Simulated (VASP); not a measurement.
# P in VASP: a series of runs

Runs on P. Level: PBE. Tasks: single point.

Everything below comes from runs of VASP 6.6.1. Logs are shortened: lines on timing, memory, paths and dates and some standing lists are left out, and cuts for length are marked.

**1. The cell of the first run**

The cell holds a slab with vacuum, 4 atoms: a = 3.303 Å, b = 34.863 Å, c = 4.635 Å, α = 90.00°, β = 90.00°, γ = 90.00°.

**2. Single point, PBE**

Contents of INCAR:

```
ALGO = Normal
EDIFF = 1E-6
ENCUT = 520
GGA = PE
ISIF = 2
ISMEAR = 0
LASPH = True
LCHARG = False
LREAL = False
LWAVE = False
NBANDS = 18
NELM = 80
PREC = Accurate
SIGMA = 0.02
```

Contents of KPOINTS:

```
k-points
0
Gamma
  8 1 6
```

Contents of POSCAR:

```
P
1.0
    3.3031196020      0.0000000000      0.0000000000
    0.0000000000     34.8629660147      0.0000000000
    0.0000000000      0.0000000000      4.6349692429
P
4
Direct
    0.0000000000      0.9698087035      0.5891473149
    0.0000000000      0.0301912965      0.4108526851
    0.5000000000      0.0301912965      0.0891473149
    0.5000000000      0.9698087035      0.9108526851
```

Potentials or basis: VASP PAW PBE potentials, release 64 (P).

The run is started by

```
> cat potpaw_PBE.64/P/POTCAR > POTCAR
> mpirun -np 1 vasp_std > vasp.out
```

OUTCAR:

```text
EDIFF = 1E-6
   ENCUT = 520
   GGA = PE
   ISIF = 2
   ISMEAR = 0
   LASPH = True
   LREAL = False
   NELM = 80
   PREC = Accurate

 ion  position               nearest neighbor table
   1  0.000  0.970  0.589-   4 2.23   4 2.23   2 2.26
   2  0.000  0.030  0.411-   3 2.23   3 2.23   1 2.26
   3  0.500  0.030  0.089-   2 2.23   2 2.23   4 2.26
   4  0.500  0.970  0.911-   1 2.23   1 2.23   3 2.26

  LATTYP: Found a simple orthorhombic cell.
 ALAT       =     3.3031196020
 B/A-ratio  =     1.4032096325
 C/A-ratio  =    10.5545575745

  Lattice vectors:

 A1 = (  -3.3031196020,   0.0000000000,   0.0000000000)
 A2 = (   0.0000000000,   0.0000000000,   4.6349692429)
 A3 = (   0.0000000000,  34.8629660147,   0.0000000000)

Analysis of symmetry for initial positions (statically):
=====================================================================
 Subroutine PRICEL returns:
 Original cell was already a primitive cell.

 Routine SETGRP: Setting up the symmetry group for a
 simple orthorhombic supercell.

 Subroutine GETGRP returns: Found  8 space group operations
 (whereof  4 operations were pure point group operations)
 out of a pool of  8 trial point group operations.

The static configuration has the point symmetry C_2h.
 The point group associated with its full space group is D_2h.

Analysis of symmetry for dynamics (positions and initial velocities):
=====================================================================
 Subroutine PRICEL returns:
 Original cell was already a primitive cell.

 Routine SETGRP: Setting up the symmetry group for a
 simple orthorhombic supercell.

 Subroutine GETGRP returns: Found  8 space group operations
 (whereof  4 operations were pure point group operations)
 out of a pool of  8 trial point group operations.

The dynamic configuration has the point symmetry C_2h.
 The point group associated with its full space group is D_2h.

 Subroutine INISYM returns: Found  8 space group operations
 (whereof  4 operations are pure point group operations),
 and found     1 'primitive' translations

----------------------------------------------------------------------------------------

                                     Primitive cell

  volume of cell :     533.7471

  direct lattice vectors                    reciprocal lattice vectors
[... 84 lines left out ...]
   ENCUT  =  520.0 eV  38.22 Ry    6.18 a.u.   6.14 64.82  8.62*2*pi/ulx,y,z
   NELM   =     80;   NELMIN=  2; NELMDL= -5     # of ELM steps
   EDIFF  = 0.1E-05   stopping-criterion for ELM
   LREAL  =      F    real-space projection
   EDIFFG = 0.1E-04   stopping-criterion for IOM
   NSW    =      0    number of steps for IOM
   IBRION =     -1    ionic relax: 0-MD 1-quasi-New 2-CG
   NFREE  =      0    steps in history (QN), initial steepest desc. (CG)
   ISIF   =      2    stress and relaxation
   ISYM   =      2    0-nonsym 1-usesym 2-fastsym
   POTIM  = 0.5000    time-step for ionic-motion
   TEBEG  =    0.0;   TEEND  =   0.0 temperature during run
   PSTRESS=    0.0 pullay stress
   NELECT =      20.0000    total number of electrons
   NUPDOWN=      -1.0000    fix difference up-down
   EMIN   =  10.00;   EMAX   =-10.00  energy-range for DOS
   EFERMI =   0.00;   METHOD = LEGACY
   ISMEAR =     0;   SIGMA  =   0.02  broadening in eV -4-tet -1-fermi 0-gaus
   EFERMI_NEDOS =   21; number of points for ismear=-14 and -15
   IALGO  =     38    algorithm
   IMIX   =      4    mixing-type and parameters
     AMIX     =   0.40;   BMIX     =  1.00
     AMIX_MAG =   1.60;   BMIX_MAG =  1.00
  volume/ion in A,a.u.               =     133.44       900.48
  Fermi-wavevector in a.u.,A,eV,Ry     =   0.547822  1.035234  4.083234  0.300109
  Thomas-Fermi vector in A             =   1.578242
   LORBIT       =      0    0 simple, 1 ext, 2 COOP (PROOUT), +10 PAW based schemes
   GGA     = PE    functional components
   LHFCALC =     F    Hartree Fock is set to
   AEXX    =    0.0000 exact exchange contribution
   IVDW    =     0    specifies the selected vdW correction
   LEPSILON=     F    determine dielectric tensor
   LRPA    =     F    only Hartree local field effects (RPA)
 non-spin polarized calculation
 Gauss-broadening in eV      SIGMA  =   0.02
  energy-cutoff  :      520.00
  volume of cell :      533.75
 maximum number of plane-waves:     14448
 NGX is ok and might be reduce to    28
   NGX = 13   NGY =129   NGZ = 17

 number of electron      19.9999996 magnetization

 Free energy of the ion-electron system (eV)
  ---------------------------------------------------
  ext. energy  EPLUGINS =         0.00000000
  ---------------------------------------------------
  free energy    TOTEN  =       -21.46833026 eV

  energy without entropy =      -21.46833026  energy(sigma->0) =      -21.46833026

 E-fermi :  -3.3678     XC(G=0):  -1.7712

 val. band max:       -3.4728775830   @ k =   0.0000   0.0000   0.0000
 cond. band min:      -2.5413020378   @ k =   0.0000   0.0000   0.0000
 fundamental gap:      0.9315755453
 Fermi energy:        -3.3677706533

 k-point     1 :       0.0000    0.0000    0.0000
  band No.  band energies     occupation
      1     -18.3641      2.00000
      2     -15.9154      2.00000
      3     -12.6264      2.00000
      4      -9.0901      2.00000
      5      -8.1867      2.00000
      6      -7.9279      2.00000
[... 397 lines left out ...]
      5      -8.3562      2.00000
      6      -8.3562      2.00000
[... 10 lines left out ...]
     17       2.9786      0.00000
     18       2.9786      0.00000

------------------------ aborting loop because EDIFF is reached ----------------------------------------

  FORCE on cell =-STRESS in cart. coord.  units (eV):
  Direction    XX          YY          ZZ          XY          YZ          ZX
  --------------------------------------------------------------------------------------
  -------------------------------------------------------------------------------------
  Total       -0.1712690     -0.1611585     -0.2222205      0.0000000     -0.0000000      0.0000000
  in kB       -0.5141073     -0.4837581     -0.6670514      0.0000000     -0.0000000      0.0000000
  external PRESSURE =      -0.5549723 kB  Pullay stress =       0.0000000 kB

 VOLUME and BASIS-vectors are now :
 -----------------------------------------------------------------------------
  energy-cutoff  :      520.00
  volume of cell :      533.75
      direct lattice vectors                 reciprocal lattice vectors
     3.303119602  0.000000000  0.000000000     0.302744109  0.000000000  0.000000000
     0.000000000 34.862966015  0.000000000     0.000000000  0.028683733  0.000000000
     0.000000000  0.000000000  4.634969243     0.000000000  0.000000000  0.215751162

 POSITION                                       TOTAL-FORCE (eV/Angst)
 -----------------------------------------------------------------------------------
      0.00000     33.81041      2.73068        -0.000000      0.035030      0.035662
      0.00000      1.05256      1.90429         0.000000     -0.035030     -0.035662
      1.65156      1.05256      0.41320         0.000000     -0.035030      0.035662
      1.65156     33.81041      4.22177         0.000000      0.035030     -0.035662
 -----------------------------------------------------------------------------------
    total drift:                               -0.000000      0.000000     -0.000000

  FREE ENERGIE OF THE ION-ELECTRON SYSTEM (eV)
  ---------------------------------------------------
  free  energy   TOTEN  =       -21.4683302586 eV

  energy  without entropy=      -21.4683302586  energy(sigma->0) =      -21.46833026
```

OSZICAR:

```text
N       E                     dE             d eps       ncg     rms          rms(c)
DAV:   1     0.136480596792E+03    0.13648E+03   -0.55182E+03   720   0.721E+02
DAV:   2    -0.368197658819E+01   -0.14016E+03   -0.13063E+03  1230   0.130E+02
DAV:   3    -0.212802363016E+02   -0.17598E+02   -0.17523E+02   978   0.558E+01
DAV:   4    -0.216506296363E+02   -0.37039E+00   -0.36930E+00  1014   0.105E+01
[... 12 lines left out ...]
DAV:  17    -0.214682922985E+02   -0.26801E-04   -0.44018E-07   780   0.274E-03    0.183E-03
DAV:  18    -0.214683208970E+02   -0.28599E-04   -0.89523E-07   700   0.275E-03    0.207E-03
DAV:  19    -0.214683227769E+02   -0.18799E-05   -0.25561E-08   782   0.662E-04    0.116E-03
DAV:  20    -0.214683301229E+02   -0.73460E-05   -0.28720E-07   662   0.145E-03    0.186E-03
DAV:  21    -0.214683302586E+02   -0.13568E-06   -0.76024E-09   740   0.419E-04
   1 F= -.21468330E+02 E0= -.21468330E+02  d E =-.238001E-15
```

Run time: 2.9 min. Hardware: 1 thread of Intel Xeon 6975P-C (Granite Rapids), shared host; peak memory 0.63 GiB.

Results:

```yaml
Free_energy: -21.4683 eV
Largest_force: 0.050 eV/Å
Band_gap_on_the_k_mesh: 0.93 eV
```

Forces in eV/Å, atoms in the order of the input:
```
P    0.000  0.035  0.036
P    0.000 -0.035 -0.036
P    0.000 -0.035  0.036
P    0.000  0.035 -0.036
```

Caveat: there is no dipole correction, which matters where the two faces differ.

**3. Single point, PBE (equal strain along all axes, cell held: +1.5 %, then relaxed in part)**

Contents of INCAR:

```
SYSTEM = P
PREC     = Accurate       ! precision mode
ENCUT    = 520            ! plane-wave cutoff, eV
EDIFF    = 1E-6           ! SCF threshold, eV
ISMEAR   = 0              ! smearing method
SIGMA    = 0.02           ! smearing width, eV
LREAL    = .False.        ! projectors in reciprocal space
LASPH    = .True.         ! aspherical terms in the spheres
NELM     = 80             ! most SCF steps
ALGO     = Normal         ! electronic algorithm
ISIF     = 2              ! what is computed and relaxed
LWAVE    = .False.        ! write WAVECAR
LCHARG   = .False.        ! write CHGCAR
GGA      = PE             ! functional
NBANDS   = 18             ! bands
```

Contents of KPOINTS:

```
Automatic mesh
0
Gamma
  8 1 6
  0 0 0
```

Contents of POSCAR:

```
P
1.0
    3.3526663961      0.0000000000      0.0000000000
    0.0000000000     35.3859105049      0.0000000000
    0.0000000000      0.0000000000      4.7044937816
P
4
Direct
    0.0000000000      0.9704521891      0.5921280179
    0.0000000000      0.0295478109      0.4078719821
    0.5000000000      0.0295478109      0.0921280179
    0.5000000000      0.9704521891      0.9078719821
```

Potentials or basis: VASP PAW PBE potentials, release 64 (P).

The run is started by

```
> cat potpaw_PBE.64/P/POTCAR > POTCAR
> mpirun -np 1 vasp_std > vasp.out
```

It took 3 min on 1 thread of Intel Xeon 6975P-C (Granite Rapids), shared host; peak memory 0.61 GiB.

The run converged. Its results:

```yaml
Free_energy: -21.4493 eV
Largest_force: 0.045 eV/Å
Band_gap_on_the_k_mesh: 1.07 eV
```

Forces on the atoms (eV/Å):
```
P    0.000  0.034  0.029
P    0.000 -0.034 -0.029
P    0.000 -0.034  0.029
P    0.000  0.034 -0.029
```

Levels at points of the mesh, in eV from the valence-band top:
| k point | band 6 | band 7 | band 8 | band 9 | band 10 | band 11 | band 12 | band 13 | band 14 | band 15 |
| --- | --- | --- | --- | --- | --- | --- | --- | --- | --- | --- |
| (0.00, 0.00, 0.00) | -4.32 | -3.40 | -1.85 | -1.47 | 0.00 | 1.07 | 1.50 | 2.42 | 3.09 | 4.47 |
| (0.50, 0.00, 0.00) | -4.92 | -2.68 | -2.68 | -1.90 | -1.90 | 1.26 | 1.26 | 2.31 | 2.31 | 3.82 |
| (0.00, 0.00, 0.50) | -2.78 | -2.64 | -2.64 | -1.38 | -1.38 | 1.91 | 1.91 | 3.57 | 3.57 | 3.70 |
| (0.50, 0.00, 0.50) | -4.83 | -4.43 | -4.43 | -1.03 | -1.03 | 2.39 | 2.39 | 3.67 | 3.67 | 5.21 |

Caveat: the cell differs from its parent crystal (equal strain along all axes, cell held: +1.5 %, then relaxed in part); there is no dipole correction, which matters where the two faces differ.

**4. Single point, PBE (equal strain along all axes, cell held: +3.0 %, then relaxed in part)**

Contents of INCAR:

```
SYSTEM = P
ALGO = Normal
EDIFF = 1E-6
ENCUT = 520
GGA = PE
ISIF = 2
ISMEAR = 0
LASPH = .TRUE.
LCHARG = .TRUE.
LELF = .TRUE.
LREAL = .FALSE.
LVHAR = .TRUE.
LWAVE = .FALSE.
NBANDS = 18
NELM = 100
PREC = Accurate
SIGMA = 0.02
```

Contents of KPOINTS:

```
k-points
0
G
  8 1 6
  0 0 0
```

Contents of POSCAR:

```
P
1.0
    3.4022131901      0.0000000000      0.0000000000
    0.0000000000     35.9088549951      0.0000000000
    0.0000000000      0.0000000000      4.7740183202
P
4
Direct
    0.0000000000      0.9710868037      0.5949392625
    0.0000000000      0.0289131963      0.4050607375
    0.5000000000      0.0289131963      0.0949392625
    0.5000000000      0.9710868037      0.9050607375
```

The run is started by

```
> cat potpaw_PBE.64/P/POTCAR > POTCAR
> mpirun -np 1 vasp_std > vasp.out
```

It took 2.6 min on 1 thread of Intel Xeon 6975P-C (Granite Rapids), shared host; peak memory 0.64 GiB.

The run converged. Its results:

- Free energy: -21.3997 eV
- Largest force: 0.042 eV/Å
- Band gap on the k mesh: 1.20 eV

Forces on the atoms (eV/Å):
```
P    0.000  0.034  0.025
P    0.000 -0.034 -0.025
P    0.000 -0.034  0.025
P    0.000  0.034 -0.025
```

Levels at points of the mesh, in eV from the valence-band top:
```
           k point  band 8  band 9  band 10  band 11  band 12  band 13
(0.00, 0.00, 0.00)   -1.97   -1.34     0.00     1.20     1.32     2.16
(0.50, 0.00, 0.00)   -2.67   -1.87    -1.87     1.26     1.26     2.40
(0.00, 0.00, 0.50)   -2.68   -1.49    -1.49     1.70     1.70     3.47
(0.50, 0.00, 0.50)   -4.34   -0.98    -0.98     2.35     2.35     3.54
```

Caveat: the cell differs from its parent crystal (equal strain along all axes, cell held: +3.0 %, then relaxed in part); there is no dipole correction, which matters where the two faces differ.

**5. Single point, PBE**

This run uses another cell than the first one.

Contents of INCAR:

```
PREC = Accurate ; ENCUT = 520
EDIFF = 1E-7 ; ISMEAR = 0
SIGMA = 0.02 ; LREAL = F
LASPH = T ; NELM = 80
ALGO = Normal ; ISIF = 2
LWAVE = F ; LCHARG = F
GGA = PE ; NBANDS = 18
```

Contents of KPOINTS:

```
regular mesh
0
Gamma
  8 1 6
```

POSCAR is that of step 4.

The run is started by

```
> cat potpaw_PBE.64/P/POTCAR > POTCAR
> mpirun -np 1 vasp_std > vasp.out
```

Run time: 3.4 min. Hardware: 1 thread of Intel Xeon 6975P-C (Granite Rapids), shared host; peak memory 0.66 GiB.

It converged, with:

```
Free energy            : -21.3997 eV
Largest force          : 0.042 eV/Å
Band gap on the k mesh : 1.20 eV
```

Forces on the atoms (eV/Å):
```
P    0.000  0.034  0.025
P    0.000 -0.034 -0.025
P    0.000 -0.034  0.025
P    0.000  0.034 -0.025
```

Levels at points of the mesh, in eV from the valence-band top:
```csv
k point,band 6,band 7,band 8,band 9,band 10,band 11,band 12,band 13,band 14,band 15
"(0.00, 0.00, 0.00)",-4.19,-3.51,-1.97,-1.34,0.00,1.20,1.32,2.16,2.88,4.50
"(0.50, 0.00, 0.00)",-4.94,-2.67,-2.67,-1.87,-1.87,1.26,1.26,2.40,2.40,3.89
"(0.00, 0.00, 0.50)",-2.77,-2.68,-2.68,-1.49,-1.49,1.70,1.70,3.47,3.47,3.75
"(0.50, 0.00, 0.50)",-4.78,-4.34,-4.34,-0.98,-0.98,2.35,2.35,3.54,3.54,5.11
```

Caveat: there is no dipole correction, which matters where the two faces differ.

**6. Single point, PBE (equal strain along all axes, cell held: +4.5 %, then relaxed in part)**

Contents of INCAR:

```
  ALGO = Normal
  EDIFF = 1E-6
  ENCUT = 520
  GGA = PE
  ISIF = 2
  ISMEAR = 0
  LASPH = T
  LCHARG = F
  LREAL = F
  LWAVE = F
  NBANDS = 18
  NELM = 60
  PREC = Accurate
  SIGMA = 0.02
```

Contents of KPOINTS:

```
k-points
0
Gamma
  8 1 6
```

Contents of POSCAR:

```
P
1.0
    3.4517599841      0.0000000000      0.0000000000
    0.0000000000     36.4317994853      0.0000000000
    0.0000000000      0.0000000000      4.8435428588
P
4
Direct
    0.0000000000      0.9717121955      0.5976023218
    0.0000000000      0.0282878045      0.4023976782
    0.5000000000      0.0282878045      0.0976023218
    0.5000000000      0.9717121955      0.9023976782
```

Potentials or basis: VASP PAW PBE potentials, release 64 (P).

The run is started by

```
> cat potpaw_PBE.64/P/POTCAR > POTCAR
> mpirun -np 1 vasp_std > vasp.out
```

It took 3.4 min on 1 thread of Intel Xeon 6975P-C (Granite Rapids), shared host; peak memory 0.66 GiB.

Results (log left out):

* Free energy: -21.3232 eV
* Largest force: 0.039 eV/Å
* Band gap on the k mesh: 1.16 eV

Forces in eV/Å, atoms in the order of the input:
```
P    0.000  0.033  0.022
P    0.000 -0.033 -0.022
P    0.000 -0.033  0.022
P    0.000  0.033 -0.022
```

Levels at points of the mesh, in eV from the valence-band top:
| k point | band 6 | band 7 | band 8 | band 9 | band 10 | band 11 | band 12 | band 13 | band 14 | band 15 |
| --- | --- | --- | --- | --- | --- | --- | --- | --- | --- | --- |
| (0.00, 0.00, 0.00) | -4.08 | -3.61 | -2.09 | -1.22 | 0.00 | 1.16 | 1.33 | 1.90 | 2.68 | 4.53 |
| (0.50, 0.00, 0.00) | -4.95 | -2.66 | -2.66 | -1.84 | -1.84 | 1.25 | 1.25 | 2.48 | 2.48 | 3.96 |
| (0.00, 0.00, 0.50) | -2.89 | -2.58 | -2.58 | -1.58 | -1.58 | 1.51 | 1.51 | 3.36 | 3.36 | 3.79 |
| (0.50, 0.00, 0.50) | -4.73 | -4.25 | -4.25 | -0.93 | -0.93 | 2.30 | 2.30 | 3.44 | 3.44 | 5.02 |

Caveat: the cell differs from its parent crystal (equal strain along all axes, cell held: +4.5 %, then relaxed in part); there is no dipole correction, which matters where the two faces differ.

**7. The runs side by side**

```tsv
cell	gap on the mesh (eV)	largest force (eV/Å)
a = 3.303, b = 34.863, c = 4.635 Å, 4 atoms, atomic positions A	0.93	0.05
a = 3.353, b = 35.386, c = 4.704 Å, 4 atoms, atomic positions B	1.07	0.05
a = 3.402, b = 35.909, c = 4.774 Å, 4 atoms, atomic positions C	1.20	0.04
a = 3.452, b = 36.432, c = 4.844 Å, 4 atoms, atomic positions D	1.16	0.04
```

Alike in all rows: task single point; level PBE; potentials or basis VASP PAW PBE potentials, release 64 (P); no spin polarisation; k mesh 8 × 1 × 6; cutoff (eV) 520; smearing gaussian 0.02 eV.

Caveats: there is no dipole correction, which matters where the two faces differ.

Absolute energies hang on the potentials; compare differences alone.
